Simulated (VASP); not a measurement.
# ScAl (Pm-3m) in VASP: notebook

Runs on ScAl. Level: LDA. Tasks: elastic constants, vibrations by perturbation theory.

Everything below comes from runs of VASP 6.6.1. Logs are shortened: lines on timing, memory, paths and dates and some standing lists are left out, and cuts for length are marked.

## (1) The cell of the first run

Symmetry: Pm-3m, No. 221, cubic system. Conventional cell: a = 3.310 Å, b = 3.310 Å, c = 3.310 Å, α = 90.00°, β = 90.00°, γ = 90.00°. Sc (site symmetry m-3m) has 8 Al at 2.87 Å and 6 Sc at 3.31 Å within 3.8 Å. Within 3.8 Å of Al (site symmetry m-3m) lie 8 Sc at 2.87 Å and 6 Al at 3.31 Å.

## (2) Elastic constants, LDA

INCAR

```
ALGO     = Normal         # electronic algorithm
EDIFF    = 1E-8           # SCF threshold, eV
ENCUT    = 600            # plane-wave cutoff, eV
IBRION   = 6              # ionic algorithm
ISIF     = 3              # what is computed and relaxed
ISMEAR   = -1             # smearing method
LASPH    = True           # aspherical terms in the spheres
LCHARG   = False          # write CHGCAR
LREAL    = False          # projectors in reciprocal space
LWAVE    = False          # write WAVECAR
NBANDS   = 14             # bands
NELM     = 60             # most SCF steps
NFREE    = 2            
NSW      = 1              # ionic steps
POTIM    = 0.015          # step
PREC     = Accurate       # precision mode
SIGMA    = 0.15           # smearing width, eV
```

KPOINTS

```
k-points
0
Gamma
  3 3 3
```

POSCAR

```
ScAl
1.0
    3.3103785501      0.0000000000      0.0000000000
    0.0000000000      3.3103785501      0.0000000000
    0.0000000000      0.0000000000      3.3103785501
Sc Al
1 1
Direct
    0.5000000000      0.5000000000      0.5000000000
    0.0000000000      0.0000000000      0.0000000000
```

Potentials or basis: VASP PAW LDA potentials, release 64 (Sc_sv, Al).

Command:

```console
$ cat potpaw_LDA.64/Sc_sv/POTCAR potpaw_LDA.64/Al/POTCAR > POTCAR
$ mpirun -np 1 vasp_std > vasp.out
```

OUTCAR:

```text
EDIFF = 1E-8
   ENCUT = 600
   IBRION = 6
   ISIF = 3
   ISMEAR = -1
   LASPH = True
   LREAL = False
   NELM = 60
   NFREE = 2
   NSW = 1
   POTIM = 0.015
   PREC = Accurate

 ion  position               nearest neighbor table
   1  0.500  0.500  0.500-   2 2.87   2 2.87   2 2.87   2 2.87   2 2.87   2 2.87   2 2.87   2 2.87

   2  0.000  0.000  0.000-   1 2.87   1 2.87   1 2.87   1 2.87   1 2.87   1 2.87   1 2.87   1 2.87

  LATTYP: Found a simple cubic cell.
 ALAT       =     3.3103785501

  Lattice vectors:

 A1 = (   3.3103785501,   0.0000000000,   0.0000000000)
 A2 = (   0.0000000000,   3.3103785501,   0.0000000000)
 A3 = (   0.0000000000,   0.0000000000,   3.3103785501)

Analysis of symmetry for initial positions (statically):
=====================================================================
 Subroutine PRICEL returns:
 Original cell was already a primitive cell.

 Routine SETGRP: Setting up the symmetry group for a
 simple cubic supercell.

 Subroutine GETGRP returns: Found 48 space group operations
 (whereof 48 operations were pure point group operations)
 out of a pool of 48 trial point group operations.

The static configuration has the point symmetry O_h .

Analysis of symmetry for dynamics (positions and initial velocities):
=====================================================================
 Subroutine PRICEL returns:
 Original cell was already a primitive cell.

 Routine SETGRP: Setting up the symmetry group for a
 simple cubic supercell.

 Subroutine GETGRP returns: Found 48 space group operations
 (whereof 48 operations were pure point group operations)
 out of a pool of 48 trial point group operations.

The dynamic configuration has the point symmetry O_h .

 Subroutine INISYM returns: Found 48 space group operations
 (whereof 48 operations are pure point group operations),
[... 305 lines left out ...]

 number of electron      14.0000003 magnetization

 Free energy of the ion-electron system (eV)
  ---------------------------------------------------
  ext. energy  EPLUGINS =         0.00000000
  ---------------------------------------------------
  free energy    TOTEN  =       -12.06751787 eV

  energy without entropy =      -11.98175403  energy(sigma->0) =      -12.02463595

 E-fermi :   6.3949     XC(G=0): -10.7552

 val. band max:        6.1873280830   @ k =   0.0000   0.3333   0.0000
 cond. band min:       6.8045939226   @ k =   0.3333   0.3333   0.3333
 fundamental gap:      0.6172658396
 Fermi energy:         6.3948676543

 k-point     1 :       0.0000    0.0000    0.0000
  band No.  band energies     occupation
      1     -42.4234      2.00000
      2     -21.3488      2.00000
      3     -21.3488      2.00000
      4     -21.3488      2.00000
      5      -2.3631      2.00000
      6       5.4974      1.99497
      7       5.4974      1.99497
      8       9.0769      0.00000
      9       9.0769      0.00000
     10       9.0771      0.00000
     11      10.2229      0.00000
     12      10.2229      0.00000
     13      10.2232      0.00000
     14      15.2246      0.00000
[... 112 lines left out ...]
  FREE ENERGIE OF THE ION-ELECTRON SYSTEM (eV)
  ---------------------------------------------------
  free  energy   TOTEN  =       -12.0675178656 eV

  energy  without entropy=      -11.9817540304  energy(sigma->0) =      -12.02463595

 INTERNAL STRAIN TENSORS FROM STRAINED CELLS
 ============================================

 INTERNAL STRAIN TENSOR FOR ION    1 for displacements in x,y,z  (eV/Angst):
          X           Y           Z          XY          YZ          ZX
  --------------------------------------------------------------------------------
  x     0.00000     0.00000     0.00000     0.00000     0.00000     0.00000
  y     0.00000     0.00000     0.00000     0.00000     0.00000     0.00000
  z     0.00000     0.00000     0.00000     0.00000     0.00000     0.00000

 INTERNAL STRAIN TENSORS FROM DISPLACED ATOMS
 ============================================

 INTERNAL STRAIN TENSOR FOR ION    1 for displacements in x,y,z  (eV/Angst):
          X           Y           Z          XY          YZ          ZX
  --------------------------------------------------------------------------------
  x     0.00000     0.00000     0.00000     0.00000     0.00000     0.00000
  y     0.00000     0.00000     0.00000     0.00000     0.00000     0.00000
  z     0.00000     0.00000     0.00000     0.00000     0.00000     0.00000

 INTERNAL STRAIN TENSOR FOR ION    2 for displacements in x,y,z  (eV/Angst):
          X           Y           Z          XY          YZ          ZX
  --------------------------------------------------------------------------------
  x     0.00000     0.00000     0.00000     0.00000     0.00000     0.00000
  y     0.00000     0.00000     0.00000     0.00000     0.00000     0.00000
  z     0.00000     0.00000     0.00000     0.00000     0.00000     0.00000

 Eigenvectors and eigenvalues of the dynamical matrix
 ----------------------------------------------------

   1 f  =    8.855688 THz    55.641930 2PiTHz  295.393962 cm-1    36.624167 meV
             X         Y         Z           dx          dy          dz
      1.655189  1.655189  1.655189     0.612449   -0.000000    0.000000
      0.000000  0.000000  0.000000    -0.790510    0.000000    0.000000
[... 21 lines left out ...]
   6 f/i=    0.000267 THz     0.001676 2PiTHz    0.008898 cm-1     0.001103 meV
             X         Y         Z           dx          dy          dz
      1.655189  1.655189  1.655189     0.000000   -0.244202    0.751846
      0.000000  0.000000  0.000000     0.000000   -0.189196    0.582493

--------------------------------------------------------------------------------------------------------

 ELASTIC MODULI CONTR FROM IONIC RELAXATION (kBar)
 Direction    XX          YY          ZZ          XY          YZ          ZX
 --------------------------------------------------------------------------------
 XX           0.0000      0.0000      0.0000      0.0000      0.0000      0.0000
 YY           0.0000      0.0000      0.0000      0.0000      0.0000      0.0000
 ZZ           0.0000      0.0000      0.0000      0.0000      0.0000      0.0000
 XY           0.0000      0.0000      0.0000      0.0000      0.0000      0.0000
 YZ           0.0000      0.0000      0.0000      0.0000      0.0000      0.0000
 ZX           0.0000      0.0000      0.0000      0.0000      0.0000      0.0000
 --------------------------------------------------------------------------------

 TOTAL ELASTIC MODULI (kBar)
 Direction    XX          YY          ZZ          XY          YZ          ZX
 --------------------------------------------------------------------------------
 XX        1291.3469    593.7442    593.7442     -0.0000     -0.0000     -0.0000
 YY         593.7442   1291.3469    593.7442     -0.0000     -0.0000      0.0000
 ZZ         593.7442    593.7442   1291.3469     -0.0000     -0.0000      0.0000
 XY          -0.0000     -0.0000     -0.0000    937.7754      0.0000      0.0000
 YZ          -0.0000     -0.0000     -0.0000      0.0000    937.7754      0.0000
 ZX          -0.0000      0.0000      0.0000      0.0000      0.0000    937.7754
 --------------------------------------------------------------------------------
```

Wall time 1.9 min (1 thread of Intel Xeon 8259CL, shared host); peak memory 0.15 GiB.

Results:

* Elastic constants C11, C12, C44: 129, 59, 94 GPa
* Voigt bulk modulus: 83 GPa
* Highest phonon frequency at Γ: 295 cm⁻¹

Phonon frequencies in cm⁻¹ (negative: imaginary):
| q point | frequencies |
| --- | --- |
| (0.000, 0.000, 0.000) | 0 0 0 295 295 295 |

Elastic tensor in Voigt notation (GPa, in the Cartesian axes of the cell as first typed):
```
129  59  59   0   0   0
 59 129  59   0   0   0
 59  59 129   0   0   0
  0   0   0  94   0   0
  0   0   0   0  94   0
  0   0   0   0   0  94
```

Clamped-ion elastic tensor (GPa):
```
129  59  59   0   0   0
 59 129  59   0   0   0
 59  59 129   0   0   0
  0   0   0  94   0   0
  0   0   0   0  94   0
  0   0   0   0   0  94
```

Caveat: the k points lie up to 0.63 Å⁻¹ apart.

(Part 1 of 3 ends here.)
